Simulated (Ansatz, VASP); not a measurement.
## Hf2N: VASP beside Ansatz

Contents of INCAR:

```
SYSTEM = Hf2N
PREC = Accurate ; ENCUT = 520
EDIFF = 1E-6 ; ISMEAR = 0
SIGMA = 0.15 ; LREAL = .FALSE.
LASPH = .TRUE. ; NELM = 60
ALGO = Normal ; ISIF = 2
LWAVE = .FALSE. ; LCHARG = .FALSE.
GGA = CA ; NBANDS = 34
```

Contents of KPOINTS:

```
regular mesh
0
G
  8 8 12
  0 0 0
```

The input POSCAR:

```
Hf2N
1.0
    5.4359841404      0.0000000000      0.0000000000
    0.0000000000      5.2521585898      0.0000000000
    0.0000000000      0.0000000000      3.2005839592
Hf N
4 2
Direct
    0.3092031779      0.2816036895      0.0000000000
    0.6907968221      0.7183963105      0.0000000000
    0.8092031779      0.2183963105      0.5000000000
    0.1907968221      0.7816036895      0.5000000000
    0.0000000000      0.0000000000      0.0000000000
    0.5000000000      0.5000000000      0.5000000000
```

Input for Ansatz:

```yaml
crystal:
  lattice:
    - [5.4359841404, 0.0, 0.0]
    - [0.0, 5.2521585898, 0.0]
    - [0.0, 0.0, 3.2005839592]
  atoms:
    - { symbol: Hf, position: [0.3092031779, 0.2816036895, 0.0] }
    - { symbol: Hf, position: [0.6907968221, 0.7183963105, 0.0] }
    - { symbol: Hf, position: [0.8092031779, 0.2183963105, 0.5] }
    - { symbol: Hf, position: [0.1907968221, 0.7816036895, 0.5] }
    - { symbol: "N", position: [0.0, 0.0, 0.0] }
    - { symbol: "N", position: [0.5, 0.5, 0.5] }
basis:
  ecutwfc: 520.0
kpoints:
  mp_grid: { grid: [8, 8, 12] }
hamiltonian:
  xc: lda
  pseudopotentials: { kind: paw, azcp: { folder: soft_1 } }
scf:
  occupations: { method: gaussian, width: 0.15 }
output:
  forces: true
  stress: true
  eigenvalues: true
```

Change from the starting cell: mode 4 frozen in at +0.102 Å, normal strain along x +0.0350.

Alike in both runs: task single point; functional LDA; k mesh 8 × 8 × 12; occupations gaussian, width 0.15 eV; no spin polarisation.

```csv
,VASP,Ansatz
version,VASP 6.6.1,Ansatz 0.2.0
potentials or method,"VASP PAW LDA potentials, release 64 (Hf_pv, N), cutoff 520 eV","scalar-relativistic, plane waves, PAW"
valence electrons in the cell,50,114
```

```csv
,VASP,Ansatz,Ansatz less VASP
gap on the k mesh at the Fermi level (eV),none,none,-
pressure (GPa),-7.4,-7.1,+0.28
"traceless stress, the component that is largest in VASP (GPa)",2.70,2.77,+0.072
rms of the force components (eV/Å),0.059,0.059,-0.0003
```

Ansatz warns that its potentials were made for another functional, while VASP's fit it. LDA's correlation is that of Perdew and Zunger in VASP and of Perdew and Wang (1992) in Ansatz. Atom by atom the forces differ by 0.004 eV/Å (rms over components). A gap of «none» marks a metal or a gap that the smearing closes. VASP's potentials hold 50 valence electrons a cell and Ansatz's 114, so a difference there can come from the potentials and not from the codes.

Spin-orbit coupling is off throughout.
